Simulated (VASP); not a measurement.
# TiTe (rocksalt type) (Fm-3m) in VASP: notebook

TiTe (rocksalt type) is run at these levels: LDA; tasks: single point.

All numbers are computed with VASP 6.6.1; they aren't measurements. Logs are shortened: lines on timing, memory, paths and dates and some standing lists are left out, and cuts for length are marked.

## Step 1: The cell of the first run

It takes space group Fm-3m (No. 225, cubic). Conventional cell: a = 4.649 Å, b = 4.649 Å, c = 4.649 Å, α = 90.00°, β = 90.00°, γ = 90.00°. Ti (site symmetry m-3m) has 6 Te at 2.32 Å within 3.1 Å. Within 3.1 Å of Te (site symmetry m-3m) lie 6 Ti at 2.32 Å.

## Step 2: Single point, LDA (12.56 Å³/atom)

File POSCAR:

```
TiTe
1.0
    0.0000000000      2.3244517601      2.3244517601
    2.3244517601      0.0000000000      2.3244517601
    2.3244517601      2.3244517601      0.0000000000
Ti Te
1 1
Direct
    0.0000000000      0.0000000000      0.0000000000
    0.5000000000      0.5000000000      0.5000000000
```

File INCAR.step1:

```
PREC = Accurate
ENCUT = 520
EDIFF = 1E-6
ISMEAR = -1
SIGMA = 0.05
LREAL = F
LASPH = T
NELM = 80
ALGO = Normal
ISIF = 2
LWAVE = F
LCHARG = T
LMAXMIX = 4
NBANDS = 16
```

File KPOINTS.step1:

```
regular mesh
0
Gamma
  12 12 12
```

File INCAR.step2:

```
PREC = Accurate
ENCUT = 520
EDIFF = 1E-6
ISMEAR = -5
SIGMA = 0.05
LREAL = F
LASPH = T
NELM = 80
ALGO = Normal
ISIF = 2
LWAVE = F
LCHARG = F
LMAXMIX = 4
LORBIT = 11
NBANDS = 16
NEDOS = 2001
ICHARG = 11
```

File KPOINTS.step2:

```
regular mesh
0
Gamma
  18 18 18
```

Potentials or basis: VASP PAW LDA potentials, release 64 (Ti_sv, Te).

Command:

```bash
cat potpaw_LDA.64/Ti_sv/POTCAR potpaw_LDA.64/Te/POTCAR > POTCAR
cp INCAR.step1 INCAR
cp KPOINTS.step1 KPOINTS
mpirun -np 1 vasp_std > vasp.out
cp INCAR.step2 INCAR
cp KPOINTS.step2 KPOINTS
mpirun -np 1 vasp_std > vasp.out
```

OUTCAR:

```text
PREC = Accurate
   ENCUT = 520
   EDIFF = 1E-6
   ISMEAR = -5
   LREAL = F
   LASPH = T
   NELM = 80
   ISIF = 2
   LORBIT = 11
   ICHARG = 11

 ion  position               nearest neighbor table
   1  0.000  0.000  0.000-   2 2.32   2 2.32   2 2.32   2 2.32   2 2.32   2 2.32
   2  0.500  0.500  0.500-   1 2.32   1 2.32   1 2.32   1 2.32   1 2.32   1 2.32

  LATTYP: Found a face centered cubic cell.
 ALAT       =     4.6489035202

  Lattice vectors:

 A1 = (   0.0000000000,   2.3244517601,   2.3244517601)
 A2 = (   2.3244517601,   0.0000000000,   2.3244517601)
 A3 = (   2.3244517601,   2.3244517601,   0.0000000000)

Analysis of symmetry for initial positions (statically):
=====================================================================
 Subroutine PRICEL returns:
 Original cell was already a primitive cell.

 Routine SETGRP: Setting up the symmetry group for a
 face centered cubic supercell.

 Subroutine GETGRP returns: Found 48 space group operations
 (whereof 48 operations were pure point group operations)
 out of a pool of 48 trial point group operations.

The static configuration has the point symmetry O_h .

Analysis of symmetry for dynamics (positions and initial velocities):
=====================================================================
 Subroutine PRICEL returns:
 Original cell was already a primitive cell.

 Routine SETGRP: Setting up the symmetry group for a
 face centered cubic supercell.

 Subroutine GETGRP returns: Found 48 space group operations
 (whereof 48 operations were pure point group operations)
 out of a pool of 48 trial point group operations.

The dynamic configuration has the point symmetry O_h .

 Subroutine INISYM returns: Found 48 space group operations
 (whereof 48 operations are pure point group operations),
 and found     1 'primitive' translations

----------------------------------------------------------------------------------------

                                     Primitive cell

  volume of cell :      25.1184

  direct lattice vectors                    reciprocal lattice vectors
     0.000000000  2.324451760  2.324451760    -0.215104486  0.215104486  0.215104486
     2.324451760  0.000000000  2.324451760     0.215104486 -0.215104486  0.215104486
     2.324451760  2.324451760  0.000000000     0.215104486  0.215104486 -0.215104486

  length of vectors
     3.287271204  3.287271204  3.287271204     0.372571898  0.372571898  0.372571898

  position of ions in fractional coordinates (direct lattice)
     0.000000000  0.000000000  0.000000000
     0.500000000  0.500000000  0.500000000

  ion indices of the primitive-cell ions
   primitive index   ion index
                 1           1
                 2           2

----------------------------------------------------------------------------------------

 KPOINTS: regular mesh

Automatic generation of k-mesh.
 Grid dimensions read from file:
 generate k-points for:   18   18   18

 Generating k-lattice:

  Cartesian coordinates                     Fractional coordinates (reciprocal lattice)
    -0.011950249  0.011950249  0.011950249     0.055555556  0.000000000  0.000000000
     0.011950249 -0.011950249  0.011950249     0.000000000  0.055555556  0.000000000
     0.011950249  0.011950249 -0.011950249     0.000000000  0.000000000  0.055555556

  Length of vectors
     0.020698439  0.020698439  0.020698439

  Shift w.r.t. Gamma in fractional coordinates (k-lattice)
     0.000000000  0.000000000  0.000000000

 TETIRR: Found    806 inequivalent tetrahedra from    34992

 Subroutine IBZKPT returns following result:
 ===========================================

 Found    195 irreducible k-points:

 Following reciprocal coordinates:
            Coordinates               Weight
  0.000000  0.000000  0.000000      1.000000
  0.055556  0.000000  0.000000      8.000000
  0.111111  0.000000  0.000000      8.000000
  0.166667  0.000000  0.000000      8.000000
  0.222222  0.000000  0.000000      8.000000
  0.277778  0.000000  0.000000      8.000000
[... 16 lines left out ...]
 -0.277778  0.055556  0.000000     24.000000
 -0.222222  0.055556  0.000000     24.000000
 [... further k-points ...]
   k-points           NKPTS =    195   k-points in BZ     NKDIM =    195   number of bands    NBANDS=     16
   number of dos      NEDOS =   2001   number of ions     NIONS =      2
   total plane-waves  NPLWV =  13824
   dimension x,y,z NGX =    24 NGY =   24 NGZ =   24
   dimension x,y,z NGXF=    48 NGYF=   48 NGZF=   48
   ions per type =               1   1
   NGX,Y,Z   is equivalent  to a cutoff of  12.14, 12.14, 12.14 a.u.
   NGXF,Y,Z  is equivalent  to a cutoff of  24.27, 24.27, 24.27 a.u.
 SYSTEM =  unknown system
   PREC   = accura    normal or accurate (medium, high low for compatibility)
   ISTART =      0    job   : 0-new  1-cont  2-samecut
   ICHARG =     11    charge: 1-file 2-atom 10-const
   ISPIN  =      1    spin polarized calculation?
   LNONCOLLINEAR =      F non collinear calculations
   LSORBIT =      F    spin-orbit coupling
   LASPH  =      T    aspherical Exc in radial PAW
   ENCUT  =  520.0 eV  38.22 Ry    6.18 a.u.   6.11  6.11  6.11*2*pi/ulx,y,z
   NELM   =     80;   NELMIN=  2; NELMDL=  0     # of ELM steps
   EDIFF  = 0.1E-05   stopping-criterion for ELM
   LREAL  =      F    real-space projection
   EDIFFG = 0.1E-04   stopping-criterion for IOM
   NSW    =      0    number of steps for IOM
   IBRION =     -1    ionic relax: 0-MD 1-quasi-New 2-CG
   NFREE  =      0    steps in history (QN), initial steepest desc. (CG)
   ISIF   =      2    stress and relaxation
   ISYM   =      2    0-nonsym 1-usesym 2-fastsym
   POTIM  = 0.5000    time-step for ionic-motion
   TEBEG  =    0.0;   TEEND  =   0.0 temperature during run
   PSTRESS=    0.0 pullay stress
   NELECT =      18.0000    total number of electrons
   NUPDOWN=      -1.0000    fix difference up-down
   EMIN   =  10.00;   EMAX   =-10.00  energy-range for DOS
   EFERMI =   0.00;   METHOD = LEGACY
   ISMEAR =    -5;   SIGMA  =   0.05  broadening in eV -4-tet -1-fermi 0-gaus
   EFERMI_NEDOS =   21; number of points for ismear=-14 and -15
   IALGO  =     38    algorithm
   IMIX   =      4    mixing-type and parameters
     AMIX     =   0.40;   BMIX     =  1.00
     AMIX_MAG =   1.60;   BMIX_MAG =  1.00
  volume/ion in A,a.u.               =      12.56        84.75
  Fermi-wavevector in a.u.,A,eV,Ry     =   1.464992  2.768433 29.200828  2.146200
  Thomas-Fermi vector in A             =   2.580902
   LORBIT       =     11    0 simple, 1 ext, 2 COOP (PROOUT), +10 PAW based schemes
   GGA     = CA    functional components
   LHFCALC =     F    Hartree Fock is set to
   AEXX    =    0.0000 exact exchange contribution
   IVDW    =     0    specifies the selected vdW correction
   LEPSILON=     F    determine dielectric tensor
   LRPA    =     F    only Hartree local field effects (RPA)
 non-spin polarized calculation
 Fermi weights with tetrahedron method with Bloechl corrections
  energy-cutoff  :      520.00
  volume of cell :       25.12
 maximum number of plane-waves:       692

 number of electron      17.9999997 magnetization

 Free energy of the ion-electron system (eV)
  ---------------------------------------------------
  ext. energy  EPLUGINS =         0.00000000
  ---------------------------------------------------
  free energy    TOTEN  =        -8.33223190 eV

  energy without entropy =       -8.33223190  energy(sigma->0) =       -8.33223190

 E-fermi :  18.2271     XC(G=0): -13.7058

 val. band max:       18.2345915040   @ k =  -0.3333   0.2222   0.0000
 cond. band min:      18.1923929436   @ k =   0.2778   0.2778   0.0000
 fundamental gap:     -0.0421985604
 Fermi energy:        18.2270588629

 k-point     1 :       0.0000    0.0000    0.0000
  band No.  band energies     occupation
      1     -37.8489      2.00000
      2     -14.6885      2.00000
      3     -14.6885      2.00000
      4     -14.6885      2.00000
      5       0.8205      2.00000
      6      16.3301      2.00000
[... 8 lines left out ...]
     15      29.7513      0.00000
     16      31.2118      0.00000

 k-point     2 :       0.0556    0.0000    0.0000
  band No.  band energies     occupation
      1     -37.8473      2.00000
      2     -14.7040      2.00000
      3     -14.6874      2.00000
      4     -14.6874      2.00000
      5       0.8999      2.00000
      6      15.9990      2.00000
[... 8 lines left out ...]
     15      29.8824      0.00000
     16      30.9641      0.00000

 k-point     3 :       0.1111    0.0000    0.0000
  band No.  band energies     occupation
      1     -37.8425      2.00000
      2     -14.7480      2.00000
      3     -14.6841      2.00000
      4     -14.6841      2.00000
      5       1.1349      2.00000
      6      15.1633      2.00000
[... 8 lines left out ...]
     15      29.4468      0.00000
     16      30.5997      0.00000

 k-point     4 :       0.1667    0.0000    0.0000
  band No.  band energies     occupation
      1     -37.8351      2.00000
      2     -14.8145      2.00000
      3     -14.6790      2.00000
      4     -14.6790      2.00000
      5       1.5165      2.00000
      6      14.0641      2.00000
[... 8 lines left out ...]
     15      28.6793      0.00000
     16      29.8400      0.00000
[... 324 lines left out ...]
 k-point    22 :      -0.3333    0.0556    0.0000
  band No.  band energies     occupation
      1     -37.8032      2.00000
      2     -15.0719      2.00000
      3     -14.6817      2.00000
      4     -14.6482      2.00000
      5       3.6519      2.00000
      6      10.0725      2.00000
[... 8 lines left out ...]
     15      26.6917      0.00000
     16      27.2733      0.00000

 k-point    23 :      -0.2778    0.0556    0.0000
  band No.  band energies     occupation
      1     -37.8118      2.00000
      2     -15.0010      2.00000
      3     -14.6894      2.00000
      4     -14.6513      2.00000
      5       2.9326      2.00000
      6      11.2140      2.00000
[... 8 lines left out ...]
     15      27.5009      0.00000
     16      27.6335      0.00000

 k-point    24 :      -0.2222    0.0556    0.0000
  band No.  band energies     occupation
      1     -37.8214      2.00000
      2     -14.9208      2.00000
      3     -14.6957      2.00000
      4     -14.6569      2.00000
      5       2.2832      2.00000
      6      12.4138      2.00000
[... 8 lines left out ...]
     15      27.6581      0.00000
     16      28.6643      0.00000

 [... further k-points ...]

------------------------ aborting loop because EDIFF is reached ----------------------------------------

  FORCE on cell =-STRESS in cart. coord.  units (eV):
  Direction    XX          YY          ZZ          XY          YZ          ZX
  --------------------------------------------------------------------------------------
  -------------------------------------------------------------------------------------
  Total       22.5672213     22.5672213     22.5672213      0.0000000      0.0000000      0.0000000
  in kB     1439.4515857   1439.4515857   1439.4515857      0.0000000      0.0000000      0.0000000
  external PRESSURE =    1439.4515857 kB  Pullay stress =       0.0000000 kB

 VOLUME and BASIS-vectors are now :
 -----------------------------------------------------------------------------
  energy-cutoff  :      520.00
  volume of cell :       25.12
      direct lattice vectors                 reciprocal lattice vectors
     0.000000000  2.324451760  2.324451760    -0.215104486  0.215104486  0.215104486
     2.324451760  0.000000000  2.324451760     0.215104486 -0.215104486  0.215104486
     2.324451760  2.324451760  0.000000000     0.215104486  0.215104486 -0.215104486

 POSITION                                       TOTAL-FORCE (eV/Angst)
 -----------------------------------------------------------------------------------
      0.00000      0.00000      0.00000         0.000000      0.000000      0.000000
      2.32445      2.32445      2.32445        -0.000000     -0.000000     -0.000000
 -----------------------------------------------------------------------------------
    total drift:                                0.000000     -0.000000     -0.000000

  FREE ENERGIE OF THE ION-ELECTRON SYSTEM (eV)
  ---------------------------------------------------
  free  energy   TOTEN  =        -8.3322318993 eV

  energy  without entropy=       -8.3322318993  energy(sigma->0) =       -8.33223190

 total charge

# of ion       s       p       d       tot
------------------------------------------
    1        2.229   6.289   2.895  11.413
    2        1.397   2.447   0.272   4.116
--------------------------------------------------
tot          3.626   8.736   3.167  15.529
```

Run time: 32 s. Hardware: 1 thread of Intel Xeon Platinum 8375C at 2.90GHz (Ice Lake), shared host; peak memory 0.19 GiB.

Results:

```
Valence electrons inside the program's atomic spheres : Ti 11.41; Te 4.12
```

Caveat: spin-orbit coupling is left out, which moves the levels of the heavy elements; tetrahedron occupations give inexact forces and stress in metals.

[end of part 1 of 2]
